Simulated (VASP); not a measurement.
Set up this calculation in VASP 6.6.1, as the native input.

* Task: single point
* Functional: LDA
* Potentials or basis: VASP PAW LDA potentials, release 64 (P)
* Cutoff: 520 eV
* k mesh: 8 × 1 × 6
* Occupations: fermi-dirac, width 0.05 eV
* Spin: no spin polarisation
* Dipole correction: no
* Further INCAR settings: ALGO = Normal; EDIFF = 1e-07; NBANDS = 18

The structure of P lies in POSCAR:

```
P
1.0
    3.2616886149      0.0000000000      0.0000000000
    0.0000000000     34.6230841357      0.0000000000
    0.0000000000      0.0000000000      4.6009959564
P
4
Direct
    0.5000000000      0.9702614300      0.9078492800
    0.5000000000      0.0297385700      0.0921507200
    0.0000000000      0.0297385700      0.4078492800
    0.0000000000      0.9702614300      0.5921507200
```

The input as run:

INCAR

```
PREC = Accurate
ENCUT = 520
EDIFF = 1E-7
ISMEAR = -1
SIGMA = 0.05
LREAL = False
LASPH = True
NELM = 60
ALGO = Normal
ISIF = 2
LWAVE = False
LCHARG = True
LELF = True
LVHAR = True
NBANDS = 18
```

KPOINTS

```
regular mesh
0
Gamma
  8 1 6
```

Potentials or basis: VASP PAW LDA potentials, release 64 (P).

Run with:

```bash
$ cat potpaw_LDA.64/P/POTCAR > POTCAR
$ mpirun -np 1 vasp_std > vasp.out
```

Results of the run:

```
Largest force          : 0.256 eV/Å
Band gap on the k mesh : 0.84 eV
```

Run time: 4.8 min on 1 thread of Intel(R) Xeon(R) Platinum 8488C (Sapphire Rapids), with other jobs on the host, peak memory 0.45 GiB.
